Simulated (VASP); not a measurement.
# Ti: single point with PBE

The system is Ti.

```
Ti
1.0
     0.00000   -3.25524    0.00000
    -3.25524    0.00000    0.00000
     0.00000    0.00000   -3.25524
Ti
2
Direct
  0.53557 0.53557 0.50000
  0.96443 0.96443 0.00000
```

This cell differs from its parent crystal: mode 4 frozen in at -0.116 Å and mode 5 at -0.116 Å (largest displacements).

```yaml
Program: VASP 6.6.1
Task: single point
Functional: PBE
Potentials_or_basis: VASP PAW PBE potentials, release 64 (Ti_sv)
Cutoff: 520 eV
k_mesh: 14 × 14 × 14
Occupations: gaussian, width 0.15 eV
Spin: no spin polarisation
Dipole_correction: no
Further_INCAR_settings: ALGO = Fast; EDIFF = 1e-06; NBANDS = 19
```

```
Pressure               : 2.0 GPa
Largest force          : 1.819 eV/Å
Band gap on the k mesh : zero (band 12 reaches 9.03 eV, above the bottom of band 13 at 7.63 eV)
```

Forces on the atoms (eV/Å):
```
Ti   1.286  1.286  0.000
Ti  -1.286 -1.286  0.000
```

Stress tensor (GPa, compression positive):
```
1.27 3.06 0.00
3.06 1.27 0.00
0.00 0.00 3.60
```

Levels at points of the mesh, in eV from the Fermi level:
```tsv
k point	band 10	band 11	band 12	band 13	band 14	band 15
(0.00, 0.00, 0.00)	-2.19	-2.00	0.75	1.18	1.22	2.37
(0.50, 0.00, 0.00)	-2.52	-0.88	0.29	0.92	1.09	1.62
(0.00, 0.00, 0.50)	-2.57	-0.51	-0.51	0.96	0.96	2.06
(0.50, 0.50, 0.00)	-2.44	-0.48	-0.39	0.99	1.20	2.76
(0.00, 0.50, 0.50)	-2.38	-0.26	-0.26	1.12	1.12	2.84
(0.50, 0.50, 0.50)	-0.78	-0.59	-0.59	-0.17	-0.17	3.18
```

Run time: 3.3 min on 1 thread of Intel(R) Xeon(R) 6975P-C (Granite Rapids), with other jobs on the host, peak memory 0.33 GiB.

Caveat: the cell differs from its parent crystal (mode 4 frozen in at -0.116 Å and mode 5 at -0.116 Å (largest displacements)); forces of over 1 eV/Å act on the atoms, so gaps and moduli don't describe the material at rest.
